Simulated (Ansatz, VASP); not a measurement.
Two plane-wave programs on CdHg2S3

```xyz
6
Lattice="3.4904 2.0152 3.3318 -3.4904 2.0152 3.3318 0.0000 -4.0304 3.3318" Properties=species:S:1:pos:R:3 pbc="T T T"
Cd    0.0000    0.0000    0.0000
Hg    0.0000    0.0000    6.3884
Hg    0.0000    0.0000    3.6069
S    -1.7452    1.0076    1.6659
S     1.7452    1.0076    1.6659
S     0.0000   -2.0152    1.6659
```

Change from the starting cell: species swapped into the Zr2VCo3 type (R-3m, No. 166).

Alike in both runs: functional PBE; k mesh 3 × 3 × 3; occupations gaussian, width 0.1 eV; no spin polarisation.

Ansatz relaxed the structure, and its values are those at the end. VASP's run is a single point on that final structure, the one shown.

```csv
,VASP,Ansatz
version,VASP 6.6.1,Ansatz 0.2.0
potentials or method,"VASP PAW PBE potentials, release 64 (Cd, Hg, S), cutoff 520 eV","scalar-relativistic, plane waves, PAW"
valence electrons in the cell,54,78
```

```csv
,VASP,Ansatz,Ansatz less VASP
gap on the k mesh at the Fermi level (eV),none,none,-
pressure (GPa),0.5,0.1,-0.32
rms of the force components (eV/Å),0.005,0.001,-0.0035
```

A gap of «none» marks a metal or a gap that the smearing closes. The functional is the same, so the differences come from potentials, cutoffs and numerics. VASP's potentials hold 54 valence electrons a cell and Ansatz's 78, so a difference there can come from the potentials and not from the codes.

The k mesh is coarse, so the values compare programs but aren't converged. Spin-orbit coupling is off throughout.
